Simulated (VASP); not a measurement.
Here is a VASP 6.6.1 calculation.

POSCAR

```
SnO2
1.0
    4.7605737225      0.0000000000      0.0000000000
    0.0000000000      4.7605737225      0.0000000000
    0.0000000000      0.0000000000      3.2000802721
Sn O
2 4
Direct
    0.0000000000      0.0000000000      0.0000000000
    0.5000000000      0.5000000000      0.5000000000
    0.3058781126      0.3058781126      0.0000000000
    0.1941218874      0.8058781126      0.5000000000
    0.8058781126      0.1941218874      0.5000000000
    0.6941218874      0.6941218874      0.0000000000
```

Contents of INCAR.step1:

```
SYSTEM = SnO2
PREC     = Accurate       ! precision mode
ENCUT    = 520            ! plane-wave cutoff, eV
ISMEAR   = 0              ! smearing method
SIGMA    = 0.01           ! smearing width, eV
LREAL    = .False.        ! projectors in reciprocal space
LASPH    = .True.         ! aspherical terms in the spheres
NELM     = 60             ! most SCF steps
NBANDS   = 35             ! bands
GGA      = PE             ! functional
ALGO     = Normal         ! electronic algorithm
EDIFF    = 1E-4           ! SCF threshold, eV
LWAVE    = .True.         ! write WAVECAR
LCHARG   = .False.        ! write CHGCAR
```

The input INCAR.step2:

```
SYSTEM = SnO2
PREC     = Accurate       ! precision mode
ENCUT    = 520            ! plane-wave cutoff, eV
EDIFF    = 1E-6           ! SCF threshold, eV
ISMEAR   = 0              ! smearing method
SIGMA    = 0.01           ! smearing width, eV
LREAL    = .False.        ! projectors in reciprocal space
LASPH    = .True.         ! aspherical terms in the spheres
NELM     = 60             ! most SCF steps
ALGO     = Normal         ! electronic algorithm
ISIF     = 2              ! what is computed and relaxed
LWAVE    = .False.        ! write WAVECAR
LCHARG   = .False.        ! write CHGCAR
METAGGA  = R2SCAN         ! meta-GGA
LMIXTAU  = .True.       
NBANDS   = 35             ! bands
ISTART   = 1
```

File KPOINTS:

```
Automatic mesh
0
Gamma
  4 4 6
  0 0 0
```

Potentials or basis: VASP PAW PBE potentials, release 64 (Sn_d, O).

Command:

```sh
$ cat potpaw_PBE.64/Sn_d/POTCAR potpaw_PBE.64/O/POTCAR > POTCAR
$ cp INCAR.step1 INCAR
$ mpirun -np 1 vasp_std > vasp.out
$ cp INCAR.step2 INCAR
$ mpirun -np 1 vasp_std > vasp.out
```

Q: Predict the pressure.

A: 1.1 GPa.

Q: What does it give for the largest force?

A: 0.024 eV/Å.

Q: What does it give for the band gap on the k mesh?

A: 1.79 eV.

Forces on the atoms (eV/Å):
```
Sn   0.000  0.000  0.000
Sn   0.000  0.000  0.000
O   -0.017 -0.017  0.000
O    0.017 -0.017  0.000
O   -0.017  0.017  0.000
O    0.017  0.017  0.000
```

Caveat: the structure was generated, so it needn't be the stable form of SnO2; the PAW data sets were made with another functional, which shifts forces and pressure a little; spin-orbit coupling is left out, which moves the levels of the heavy elements.
